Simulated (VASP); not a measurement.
## TiO2: single point with PBE+U

TiO2:

```
Ti O
1.0
    -1.83065    1.83065    5.31548
     1.83065   -1.83065    5.31548
     1.83065    1.83065   -5.31548
Ti O
2 4
Cartesian
  0.0000 0.0000 0.0000
  0.0000 1.8307 2.6577
  0.0000 0.0000 2.0731
  0.0000 1.8307 4.7308
  0.0000 1.8307 0.5847
  0.0000 0.0000 8.5579
```

This cell differs from its parent crystal: atoms shifted along a free coordinate, c/a of the conventional cell at fixed volume 2.9036.

```yaml
Program: VASP 6.6.1
Task: single point
Functional: PBE
Potentials_or_basis: VASP PAW PBE potentials, release 64 (Ti_sv, O)
Cutoff: 520 eV
k_mesh: 8 × 8 × 8
Occupations: gaussian, width 0.05 eV
Spin: no spin polarisation
Hubbard_terms: Ti d U = 4.0 eV
```

* Pressure: 8.0 GPa
* Largest force: 0.339 eV/Å
* Band gap on the k mesh: 3.02 eV (least direct gap 3.26 eV)

Forces on the atoms (eV/Å):
```
Ti   0.000  0.000  0.000
Ti   0.000  0.000  0.000
O    0.000  0.000  0.339
O    0.000  0.000  0.339
O    0.000  0.000 -0.339
O    0.000  0.000 -0.339
```

Stress tensor (GPa, compression positive):
```
12.21  0.00  0.00
 0.00 12.21  0.00
 0.00  0.00 -0.36
```

Levels at points of the mesh, in eV from the valence-band top:
```
           k point  band 21  band 22  band 23  band 24  band 25  band 26  band 27  band 28
(0.00, 0.00, 0.00)    -0.98    -0.98    -0.28    -0.28     3.02     3.45     4.68     5.15
(0.50, 0.00, 0.00)    -1.69    -0.91    -0.81    -0.65     3.81     3.94     4.07     4.37
(0.50, 0.50, 0.00)    -1.69    -1.69    -0.31    -0.31     3.44     3.44     3.94     3.94
(0.50, 0.50, 0.50)    -1.16    -1.16    -0.10    -0.10     3.23     3.23     4.77     4.77
```

Eigenvalues of the final occupation matrices:
```tsv
site	spin	trace	eigenvalues
site 1 d	1	0.81	0.11 0.12 0.12 0.21 0.26
site 1 d	2	0.81	0.11 0.12 0.12 0.21 0.26
site 2 d	1	0.81	0.11 0.12 0.12 0.21 0.26
site 2 d	2	0.81	0.11 0.12 0.12 0.21 0.26
```

Wall time 9.3 min on 1 thread of Intel Xeon 8259CL (shared host), peak memory 0.38 GiB.

Caveat: the stress differs along the axes, from -0 to 12 GPa. A k mesh can miss the band edges.
